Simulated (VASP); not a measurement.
Set up this calculation in VASP 6.6.1, as the native input.

| Property | Result |
| --- | --- |
| Task | single point |
| Functional | PBE |
| Dispersion | D3(BJ) |
| Potentials or basis | VASP PAW PBE potentials, release 64 (Au) |
| Cutoff | 520 eV |
| k mesh | 18 × 18 × 18 |
| Occupations | gaussian, width 0.1 eV |
| Spin | no spin polarisation |
| Dipole correction | no |
| Further INCAR settings | ALGO = Normal; EDIFF = 1e-06; NBANDS = 12 |

The structure of Au lies in POSCAR:

```
Au
1.0
    0.0000000000      2.0918419931      2.0918419931
    2.0918419931      0.0000000000      2.0918419931
    2.0918419931      2.0918419931      0.0000000000
Au
1
Direct
    0.0000000000      0.0000000000      0.0000000000
```

These files were run (other wordings do the same):

INCAR

```
SYSTEM = Au
  PREC = Accurate
  ENCUT = 520
  EDIFF = 1E-6
  ISMEAR = 0
  SIGMA = 0.1
  LREAL = .False.
  LASPH = .True.
  NELM = 100
  ALGO = Normal
  ISIF = 2
  LWAVE = .False.
  LCHARG = .True.
  GGA = PE
  IVDW = 12
  LELF = .True.
  LVHAR = .True.
  NBANDS = 12
```

KPOINTS

```
regular mesh
0
Gamma
  18 18 18
  0 0 0
```

Potentials or basis: VASP PAW PBE potentials, release 64 (Au).

The run is started by

```sh
$ cat potpaw_PBE.64/Au/POTCAR > POTCAR
$ mpirun -np 1 vasp_std > vasp.out
```

It gave:

The pressure is -8.3 GPa. The band gap on the k mesh is zero (an odd number of electrons rules out a gap without spin polarisation). The dispersion energy per atom is -0.618 eV.

Caveat: the cell stands under tension; spin-orbit coupling is left out, which moves the levels of the heavy elements.

Wall time 37 s on 1 thread of Intel Xeon 8259CL, with other jobs on the host, peak memory 0.18 GiB.
